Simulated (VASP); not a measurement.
# VH (P6_3/mmc) in VASP: notebook

Runs on VH. Level: LDA. Tasks: single point.

Everything below comes from runs of VASP 6.6.1. Logs are shortened: lines on timing, memory, paths and dates and some standing lists are left out, and cuts for length are marked.

## 1. The cell of the first run

Symmetry: P6_3/mmc, No. 194, hexagonal system. Conventional cell: a = 2.736 Å, b = 2.736 Å, c = 4.936 Å, α = 90.00°, β = 90.00°, γ = 120.00°. Within 2.7 Å of V (site symmetry -3m) lie 6 H at 2.00 Å and 2 V at 2.47 Å. Within 2.7 Å of H (site symmetry -6m2) lie 6 V at 2.00 Å.

## 2. Single point, LDA

INCAR reads:

```
SYSTEM = VH
PREC     = Accurate       ! precision mode
ENCUT    = 520            ! plane-wave cutoff, eV
EDIFF    = 1E-6           ! SCF threshold, eV
ISMEAR   = 1              ! smearing method
SIGMA    = 0.05           ! smearing width, eV
LREAL    = .FALSE.        ! projectors in reciprocal space
LASPH    = .TRUE.         ! aspherical terms in the spheres
NELM     = 80             ! most SCF steps
ALGO     = Normal         ! electronic algorithm
ISIF     = 2              ! what is computed and relaxed
LWAVE    = .FALSE.        ! write WAVECAR
LCHARG   = .TRUE.         ! write CHGCAR
LELF     = .TRUE.         ! ELF
LVHAR    = .TRUE.       
NBANDS   = 22             ! bands
```

KPOINTS reads:

```
regular mesh
0
G
  6 6 3
  0 0 0
```

POSCAR reads:

```
VH
1.0
    2.7355800000      0.0000000000      0.0000000000
   -1.3677900000      2.3690820000      0.0000000000
    0.0000000000      0.0000000000      4.9359680000
V H
2 2
Direct
    0.0000000000      0.0000000000      0.0000000000
    0.0000000000      0.0000000000      0.5000000000
    0.6666666667      0.3333333333      0.7500000000
    0.3333333333      0.6666666667      0.2500000000
```

Potentials or basis: VASP PAW LDA potentials, release 64 (V_sv, H).

Command:

```
$ cat potpaw_LDA.64/V_sv/POTCAR potpaw_LDA.64/H/POTCAR > POTCAR
$ mpirun -np 1 vasp_std > vasp.out
```

OUTCAR:

```text
SYSTEM = VH
   PREC = Accurate
   ENCUT = 520
   EDIFF = 1E-6
   ISMEAR = 1
   LREAL = .FALSE.
   LASPH = .TRUE.
   NELM = 80
   ISIF = 2

 ion  position               nearest neighbor table
   1  0.000  0.000  0.000-   2 2.47   2 2.47
   2  0.000  0.000  0.500-   1 2.47   1 2.47
   3  0.667  0.333  0.750-
   4  0.333  0.667  0.250-

  LATTYP: Found a hexagonal cell.
 ALAT       =     2.7355800000
 C/A-ratio  =     1.8043588563

  Lattice vectors:

 A1 = (   2.7355800000,   0.0000000000,   0.0000000000)
 A2 = (  -1.3677900000,   2.3690820000,   0.0000000000)
 A3 = (   0.0000000000,   0.0000000000,   4.9359680000)

Analysis of symmetry for initial positions (statically):
=====================================================================
 Subroutine PRICEL returns:
 Original cell was already a primitive cell.

 Routine SETGRP: Setting up the symmetry group for a
 hexagonal supercell.

 Subroutine GETGRP returns: Found 24 space group operations
 (whereof 12 operations were pure point group operations)
 out of a pool of 24 trial point group operations.

The static configuration has the point symmetry D_3d.
 The point group associated with its full space group is D_6h.

Analysis of symmetry for dynamics (positions and initial velocities):
=====================================================================
 Subroutine PRICEL returns:
 Original cell was already a primitive cell.

 Routine SETGRP: Setting up the symmetry group for a
 hexagonal supercell.

 Subroutine GETGRP returns: Found 24 space group operations
 (whereof 12 operations were pure point group operations)
 out of a pool of 24 trial point group operations.

The dynamic configuration has the point symmetry D_3d.
 The point group associated with its full space group is D_6h.

 Subroutine INISYM returns: Found 24 space group operations
 (whereof 12 operations are pure point group operations),
 and found     1 'primitive' translations

----------------------------------------------------------------------------------------

                                     Primitive cell

  volume of cell :      31.9891

  direct lattice vectors                    reciprocal lattice vectors
[... 74 lines left out ...]
   ISPIN  =      1    spin polarized calculation?
   LNONCOLLINEAR =      F non collinear calculations
   LSORBIT =      F    spin-orbit coupling
   LASPH  =      T    aspherical Exc in radial PAW
   ENCUT  =  520.0 eV  38.22 Ry    6.18 a.u.   5.09  5.09  9.18*2*pi/ulx,y,z
   NELM   =     80;   NELMIN=  2; NELMDL= -5     # of ELM steps
   EDIFF  = 0.1E-05   stopping-criterion for ELM
   LREAL  =      F    real-space projection
   EDIFFG = 0.1E-04   stopping-criterion for IOM
   NSW    =      0    number of steps for IOM
   IBRION =     -1    ionic relax: 0-MD 1-quasi-New 2-CG
   NFREE  =      0    steps in history (QN), initial steepest desc. (CG)
   ISIF   =      2    stress and relaxation
   ISYM   =      2    0-nonsym 1-usesym 2-fastsym
   POTIM  = 0.5000    time-step for ionic-motion
   TEBEG  =    0.0;   TEEND  =   0.0 temperature during run
   PSTRESS=    0.0 pullay stress
   NELECT =      28.0000    total number of electrons
   NUPDOWN=      -1.0000    fix difference up-down
   EMIN   =  10.00;   EMAX   =-10.00  energy-range for DOS
   EFERMI =   0.00;   METHOD = LEGACY
   ISMEAR =     1;   SIGMA  =   0.05  broadening in eV -4-tet -1-fermi 0-gaus
   EFERMI_NEDOS =   21; number of points for ismear=-14 and -15
   IALGO  =     38    algorithm
   IMIX   =      4    mixing-type and parameters
     AMIX     =   0.40;   BMIX     =  1.00
     AMIX_MAG =   1.60;   BMIX_MAG =  1.00
  volume/ion in A,a.u.               =       8.00        53.97
  Fermi-wavevector in a.u.,A,eV,Ry     =   1.566006  2.959323 33.366606  2.452376
  Thomas-Fermi vector in A             =   2.668398
   LORBIT       =      0    0 simple, 1 ext, 2 COOP (PROOUT), +10 PAW based schemes
   GGA     = CA    functional components
   LHFCALC =     F    Hartree Fock is set to
   AEXX    =    0.0000 exact exchange contribution
   IVDW    =     0    specifies the selected vdW correction
   LEPSILON=     F    determine dielectric tensor
   LRPA    =     F    only Hartree local field effects (RPA)
 non-spin polarized calculation
 Methfessel and Paxton  Order N= 1 SIGMA  =   0.05
  energy-cutoff  :      520.00
  volume of cell :       31.99
 maximum number of plane-waves:       869
   NGX = 11   NGY = 11   NGZ = 19

 number of electron      27.9999999 magnetization

 Free energy of the ion-electron system (eV)
  ---------------------------------------------------
  ext. energy  EPLUGINS =         0.00000000
  ---------------------------------------------------
  free energy    TOTEN  =       -26.84829220 eV

  energy without entropy =      -26.84722122  energy(sigma->0) =      -26.84793521

 E-fermi :   9.4631     XC(G=0): -12.9071

 val. band max:        9.4549319810   @ k =   0.1667   0.0000   0.0000
 cond. band min:       9.4716100966   @ k =   0.5000   0.0000   0.3333
 fundamental gap:      0.0166781156
 Fermi energy:         9.4631487077

 k-point     1 :       0.0000    0.0000    0.0000
  band No.  band energies     occupation
      1     -54.1407      2.00000
      2     -53.9777      2.00000
      3     -28.9703      2.00000
      4     -28.0570      2.00000
      5     -28.0570      2.00000
      6     -27.9577      2.00000
[... 339 lines left out ...]
     21      15.7868      0.00000
     22      16.3739      0.00000

------------------------ aborting loop because EDIFF is reached ----------------------------------------

  FORCE on cell =-STRESS in cart. coord.  units (eV):
  Direction    XX          YY          ZZ          XY          YZ          ZX
  --------------------------------------------------------------------------------------
  -------------------------------------------------------------------------------------
  Total       -2.4010502     -2.4010507     -2.5720442      0.0000000     -0.0000000      0.0000000
  in kB     -120.2568919   -120.2569148   -128.8211484      0.0000000     -0.0000000      0.0000000
  external PRESSURE =    -123.1116517 kB  Pullay stress =       0.0000000 kB

 VOLUME and BASIS-vectors are now :
 -----------------------------------------------------------------------------
  energy-cutoff  :      520.00
  volume of cell :       31.99
      direct lattice vectors                 reciprocal lattice vectors
     2.735580000  0.000000000  0.000000000     0.365553192  0.211052213  0.000000000
    -1.367790000  2.369082000  0.000000000     0.000000000  0.422104427  0.000000000
     0.000000000  0.000000000  4.935968000     0.000000000  0.000000000  0.202594506

 POSITION                                       TOTAL-FORCE (eV/Angst)
 -----------------------------------------------------------------------------------
      0.00000      0.00000      0.00000        -0.000000      0.000000      0.000000
      0.00000      0.00000      2.46798        -0.000000      0.000000      0.000000
      1.36779      0.78969      3.70198        -0.000000      0.000000     -0.000000
     -0.00000      1.57939      1.23399         0.000000     -0.000000      0.000000
 -----------------------------------------------------------------------------------
    total drift:                               -0.000000      0.000000     -0.000000

  FREE ENERGIE OF THE ION-ELECTRON SYSTEM (eV)
  ---------------------------------------------------
  free  energy   TOTEN  =       -26.8482922020 eV

  energy  without entropy=      -26.8472212249  energy(sigma->0) =      -26.84793521
```

stdout:

```text
POSCAR found type information on POSCAR V H
 POSCAR found :  2 types and       4 ions
 scaLAPACK will be used
 LDA part: xc-table for (Slater(with rela. corr.)+CA(PZ))
 , standard interpolation
 POSCAR, INCAR and KPOINTS ok, starting setup
 FFT: planning ... GRIDC
 FFT: planning ... GRID_SOFT
 FFT: planning ... GRID
 WAVECAR not read
 entering main loop
```

Run time: 7 s. Hardware: 1 thread of Intel Xeon Platinum 8259CL at 2.50GHz (Skylake/Cascade Lake), shared host; peak memory 0.13 GiB.

Results:

```yaml
Free_energy: -26.8483 eV
Pressure: -12.3 GPa
Band_gap_on_the_k_mesh: zero (band 14 reaches 9.64 eV, above the bottom of band 15 at 8.82 eV)
```

Stress tensor (GPa, compression positive):
```
-12.03   0.00   0.00
  0.00 -12.03   0.00
  0.00   0.00 -12.88
```

Caveat: the k points lie up to 0.44 Å⁻¹ apart.

(Continued in part 2 of 2.)
